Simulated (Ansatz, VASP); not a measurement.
# RbBr: VASP beside Ansatz

```xyz
2
Lattice="0.0000 3.4275 3.4275 3.4275 0.0000 3.4275 3.4275 3.4275 0.0000" Properties=species:S:1:pos:R:3 pbc="T T T"
Rb    0.0000    0.0000    0.0000
Br    3.4275    3.4275    3.4275
```

Alike in both runs: task single point; functional PBE; k mesh 7 × 7 × 7; occupations gaussian, width 0.2 eV; no spin polarisation.

|  | VASP | Ansatz |
| --- | --- | --- |
| version | VASP 6.6.1 | Ansatz 0.2.0 |
| potentials or method | VASP PAW PBE potentials, release 64 (Rb_sv, Br), cutoff 520 eV | all-electron LAPW, scalar-relativistic |

```tsv
	VASP	Ansatz	Ansatz less VASP
gap on the k mesh at the Fermi level (eV)	4.36	4.36	+0.003
pressure (GPa)	1.0	1.0	-0.03
```

Ansatz ran all-electron here, and VASP with PAW potentials.
